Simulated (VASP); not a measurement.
# SrTiO3 (Amm2) in VASP: a series of runs, part 2 of 2

VASP 6.6.1. The steps go on from the part before.

### Step 3. Single point, PBEsol

File INCAR:

```
SYSTEM = SrTiO3
ALGO = Normal
EDIFF = 1E-6
ENCUT = 520
GGA = PS
ISIF = 2
ISMEAR = 0
LASPH = .TRUE.
LCHARG = .FALSE.
LREAL = .FALSE.
LWAVE = .FALSE.
NBANDS = 28
NELM = 80
PREC = Accurate
SIGMA = 0.05
```

File KPOINTS:

```
k-points
0
G
  8 8 8
  0 0 0
```

File POSCAR:

```
SrTiO3
1.0
    3.8911201355      0.0000000000      0.0000000000
    0.0000000000      3.8911201355      0.0000000000
    0.0000000000      0.0000000000      3.8911201355
Sr Ti O
1 1 3
Direct
    0.0000000000     -0.0272584792     -0.0272584792
    0.5000000000      0.5000000000      0.5000000000
    0.0000000000      0.5000000000      0.5000000000
    0.5000000000      0.0000000000      0.5000000000
    0.5000000000      0.5000000000      0.0000000000
```

Potentials or basis: VASP PAW PBE potentials, release 64 (Sr_sv, Ti_sv, O).

Started as:

```
cat potpaw_PBE.64/Sr_sv/POTCAR potpaw_PBE.64/Ti_sv/POTCAR potpaw_PBE.64/O/POTCAR > POTCAR
mpirun -np 1 vasp_std > vasp.out
```

OUTCAR:

```text
SYSTEM = SrTiO3
   EDIFF = 1E-6
   ENCUT = 520
   GGA = PS
   ISIF = 2
   ISMEAR = 0
   LASPH = .TRUE.
   LREAL = .FALSE.
   NELM = 80
   PREC = Accurate

 ion  position               nearest neighbor table
   1  0.000  0.973  0.973-   3 2.60   4 2.68   5 2.68   4 2.68   5 2.68   3 2.76   3 2.76   5 2.83
                             5 2.83   4 2.83   4 2.83   3 2.90   2 3.25   2 3.25   2 3.37   2 3.37
   2  0.500  0.500  0.500-   3 1.95   4 1.95   5 1.95   5 1.95   4 1.95   3 1.95   1 3.25   1 3.25
                             1 3.37   1 3.37   1 3.37   1 3.37   1 3.49   1 3.49
   3  0.000  0.500  0.500-   2 1.95   2 1.95   1 2.60   1 2.76   1 2.76   1 2.90
   4  0.500  0.000  0.500-   2 1.95   2 1.95   1 2.68   1 2.68   1 2.83   1 2.83
   5  0.500  0.500  0.000-   2 1.95   2 1.95   1 2.68   1 2.68   1 2.83   1 2.83

  LATTYP: Found a simple cubic cell.
 ALAT       =     3.8911201355

  Lattice vectors:

 A1 = (   3.8911201355,   0.0000000000,   0.0000000000)
 A2 = (   0.0000000000,   3.8911201355,   0.0000000000)
 A3 = (   0.0000000000,   0.0000000000,   3.8911201355)

Analysis of symmetry for initial positions (statically):
=====================================================================
 Subroutine PRICEL returns:
 Original cell was already a primitive cell.
[... 182 lines left out ...]
 Fermi energy:         4.4643599309

 k-point     1 :       0.0000    0.0000    0.0000
  band No.  band energies     occupation
      1     -52.0564      2.00000
      2     -28.4847      2.00000
      3     -28.4281      2.00000
      4     -28.4241      2.00000
      5     -28.4162      2.00000
      6     -13.3100      2.00000
[... 733 lines left out ...]
     27      11.3447      0.00000
     28      12.0475      0.00000

 [... further k-points ...]

------------------------ aborting loop because EDIFF is reached ----------------------------------------

  FORCE on cell =-STRESS in cart. coord.  units (eV):
  Direction    XX          YY          ZZ          XY          YZ          ZX
  --------------------------------------------------------------------------------------
  -------------------------------------------------------------------------------------
  Total        0.4700195      0.4537857      0.4537857      0.0000000      0.2319090      0.0000000
  in kB       12.7821087     12.3406334     12.3406334      0.0000000      6.3067292      0.0000000
  external PRESSURE =      12.4877918 kB  Pullay stress =       0.0000000 kB

 VOLUME and BASIS-vectors are now :
 -----------------------------------------------------------------------------
  energy-cutoff  :      520.00
  volume of cell :       58.91
      direct lattice vectors                 reciprocal lattice vectors
     3.891120136  0.000000000  0.000000000     0.256995406  0.000000000  0.000000000
     0.000000000  3.891120136  0.000000000     0.000000000  0.256995406  0.000000000
     0.000000000  0.000000000  3.891120136     0.000000000  0.000000000  0.256995406

 POSITION                                       TOTAL-FORCE (eV/Angst)
 -----------------------------------------------------------------------------------
      0.00000      3.78505      3.78505         0.000000      0.417914      0.417914
      1.94556      1.94556      1.94556         0.000000     -0.323949     -0.323949
      0.00000      1.94556      1.94556         0.000000      0.008942      0.008942
      1.94556      0.00000      1.94556         0.000000     -0.126525      0.023619
      1.94556      1.94556      0.00000         0.000000      0.023619     -0.126525
 -----------------------------------------------------------------------------------
    total drift:                                0.000000     -0.000046     -0.000046

  FREE ENERGIE OF THE ION-ELECTRON SYSTEM (eV)
  ---------------------------------------------------
  free  energy   TOTEN  =       -41.9728841401 eV

  energy  without entropy=      -41.9728841401  energy(sigma->0) =      -41.97288414
```

OSZICAR:

```text
N       E                     dE             d eps       ncg     rms          rms(c)
DAV:   1     0.425947372422E+03    0.42595E+03   -0.21221E+04  5880   0.159E+03
DAV:   2    -0.599351422112E+01   -0.43194E+03   -0.41218E+03  6648   0.438E+02
DAV:   3    -0.494240268413E+02   -0.43431E+02   -0.43093E+02  8036   0.134E+02
DAV:   4    -0.515362856857E+02   -0.21123E+01   -0.21074E+01  8864   0.253E+01
DAV:   5    -0.515877974896E+02   -0.51512E-01   -0.51496E-01  8092   0.349E+00    0.276E+01
DAV:   6    -0.420636616735E+02    0.95241E+01   -0.48729E+01  8384   0.639E+01    0.159E+01
DAV:   7    -0.420609207581E+02    0.27409E-02   -0.70319E+00  7648   0.199E+01    0.116E+01
DAV:   8    -0.421078105934E+02   -0.46890E-01   -0.17642E+00  7020   0.143E+01    0.351E+00
DAV:   9    -0.419823100200E+02    0.12550E+00   -0.46764E-01  6976   0.704E+00    0.116E+00
DAV:  10    -0.419800556443E+02    0.22544E-02   -0.97483E-02  7324   0.204E+00    0.814E-01
DAV:  11    -0.419728934134E+02    0.71622E-02   -0.28543E-02  8844   0.170E+00    0.153E-01
DAV:  12    -0.419728855507E+02    0.78628E-05   -0.20446E-03  6812   0.513E-01    0.100E-01
DAV:  13    -0.419728999879E+02   -0.14437E-04   -0.61929E-04  8596   0.201E-01    0.604E-02
DAV:  14    -0.419728901926E+02    0.97953E-05   -0.41483E-05  7048   0.541E-02    0.290E-02
DAV:  15    -0.419728843704E+02    0.58222E-05   -0.18047E-05  8372   0.371E-02    0.140E-02
DAV:  16    -0.419728841401E+02    0.23029E-06   -0.89427E-06  6904   0.247E-02
   1 F= -.41972884E+02 E0= -.41972884E+02  d E =-.364227E-27
```

stdout:

```text
POSCAR found type information on POSCAR SrTiO
 POSCAR found :  3 types and       5 ions
 scaLAPACK will be used
 -----------------------------------------------------------------------------
|                                                                             |
|                                                                             |
|     You enforced a specific xc type in the INCAR file but a different       |
|     I HOPE YOU KNOW WHAT YOU ARE DOING!                                     |
|                                                                             |
 -----------------------------------------------------------------------------

 LDA part: xc-table for (Slater+PW92), standard interpolation
 POSCAR, INCAR and KPOINTS ok, starting setup
 FFT: planning ... GRIDC
 FFT: planning ... GRID_SOFT
 FFT: planning ... GRID
 WAVECAR not read
 entering main loop
```

Run time: 2.8 min. Hardware: 1 thread of Intel Xeon Platinum 8259CL at 2.50GHz (Skylake/Cascade Lake), shared host; peak memory 0.3 GiB.

Results:

* Free energy: -41.9729 eV
* Pressure: 1.2 GPa
* Largest force: 0.591 eV/Å
* Band gap on the k mesh: 1.81 eV (least direct gap 2.16 eV)

Forces on the atoms (eV/Å):
```
Sr   0.000  0.418  0.418
Ti   0.000 -0.324 -0.324
O    0.000  0.009  0.009
O    0.000 -0.127  0.024
O    0.000  0.024 -0.127
```

Stress tensor (GPa, compression positive):
```
1.28 0.00 0.00
0.00 1.23 0.63
0.00 0.63 1.23
```

Levels at points of the mesh, in eV from the valence-band top:
```tsv
k point	band 17	band 18	band 19	band 20	band 21	band 22	band 23	band 24
(0.00, 0.00, 0.00)	-1.21	-0.36	-0.35	-0.35	1.81	1.83	1.83	4.41
(0.50, 0.00, 0.00)	-2.40	-1.97	-0.74	-0.72	2.00	3.82	3.83	4.43
(0.00, 0.50, 0.00)	-2.41	-2.01	-0.74	-0.74	1.99	3.83	3.83	4.43
(0.50, 0.50, 0.00)	-1.74	-1.60	-1.59	-0.10	3.84	3.85	4.30	5.41
(0.00, 0.50, 0.50)	-1.75	-1.61	-1.59	-0.08	3.84	3.84	4.31	5.41
(0.50, 0.50, 0.50)	-3.79	-0.03	0.00	0.00	4.52	4.53	4.54	6.94
```

Caveat: the cell differs from its parent crystal (all Sr atoms moved +0.150 Å, as atom 1 towards its neighbour atom 3 (O) at 2.751 Å); the PAW data sets were made with another functional, which shifts forces and pressure a little.

### Step 4. Single point, PBEsol

File INCAR:

```
PREC = Accurate
ENCUT = 520
EDIFF = 1E-7
ISMEAR = 0
SIGMA = 0.05
LREAL = False
LASPH = True
NELM = 60
ALGO = Normal
ISIF = 2
LWAVE = False
LCHARG = True
GGA = PS
LELF = True
LVHAR = True
NBANDS = 28
```

File KPOINTS:

```
Automatic mesh
0
Gamma
  8 8 8
```

Changes to POSCAR since step 3:

```diff
@@ -8,3 +8,3 @@
 Direct
-    0.0000000000     -0.0272584792     -0.0272584792
+    0.0000000000     -0.0318015590     -0.0318015590
     0.5000000000      0.5000000000      0.5000000000
```

Started as:

```
cat potpaw_PBE.64/Sr_sv/POTCAR potpaw_PBE.64/Ti_sv/POTCAR potpaw_PBE.64/O/POTCAR > POTCAR
mpirun -np 1 vasp_std > vasp.out
```

Wall time 2.8 min (1 thread of Intel Xeon Platinum 8259CL at 2.50GHz (Skylake/Cascade Lake), shared host); peak memory 0.3 GiB.

Results (log left out):

* Free energy: -41.9567 eV
* Pressure: 1.5 GPa
* Largest force: 0.706 eV/Å
* Band gap on the k mesh: 1.81 eV (least direct gap 2.15 eV)

Forces in eV/Å, atoms in the order of the input:
```
Sr   0.000  0.499  0.499
Ti   0.000 -0.380 -0.380
O    0.000  0.003  0.003
O    0.000 -0.148  0.026
O    0.000  0.026 -0.148
```

Stress tensor (GPa, compression positive):
```
1.50 0.00 0.00
0.00 1.44 0.86
0.00 0.86 1.44
```

Levels at points of the mesh, in eV from the valence-band top:
| k point | band 16 | band 17 | band 18 | band 19 | band 20 | band 21 | band 22 | band 23 | band 24 | band 25 |
| --- | --- | --- | --- | --- | --- | --- | --- | --- | --- | --- |
| (0.00, 0.00, 0.00) | -1.23 | -1.21 | -0.36 | -0.36 | -0.35 | 1.81 | 1.83 | 1.84 | 4.41 | 4.42 |
| (0.50, 0.00, 0.00) | -2.54 | -2.39 | -1.94 | -0.74 | -0.71 | 2.00 | 3.81 | 3.83 | 4.43 | 6.66 |
| (0.00, 0.50, 0.00) | -2.44 | -2.41 | -2.00 | -0.74 | -0.74 | 1.99 | 3.83 | 3.83 | 4.43 | 6.65 |
| (0.50, 0.50, 0.00) | -2.92 | -1.74 | -1.59 | -1.58 | -0.11 | 3.84 | 3.85 | 4.30 | 5.41 | 7.90 |
| (0.00, 0.50, 0.50) | -2.92 | -1.75 | -1.61 | -1.59 | -0.07 | 3.84 | 3.84 | 4.31 | 5.41 | 7.87 |
| (0.50, 0.50, 0.50) | -3.79 | -3.78 | -0.04 | -0.01 | 0.00 | 4.52 | 4.53 | 4.54 | 6.95 | 7.01 |

Caveat: the cell differs from its parent crystal (all Sr atoms moved +0.175 Å, as atom 1 towards its neighbour atom 3 (O) at 2.751 Å); the PAW data sets were made with another functional, which shifts forces and pressure a little. A k mesh can miss the band edges.

### Step 5. Summary

```csv
cell,gap on the mesh (eV),pressure (GPa),largest force (eV/Å)
"as given, atomic positions A",1.80,1.7,0.83
"as given, atomic positions B",1.81,1.2,0.59
"as given, atomic positions C",1.81,1.5,0.71
```

Alike in all rows: task single point; level PBEsol; potentials or basis VASP PAW PBE potentials, release 64 (Sr_sv, Ti_sv, O); no spin polarisation; k mesh 8 × 8 × 8; cutoff (eV) 520; smearing gaussian 0.05 eV.

Caveats: the PAW data sets were made with another functional, which shifts forces and pressure a little.

Total energies depend on the potentials used, so only differences within one code and one set of settings carry meaning.
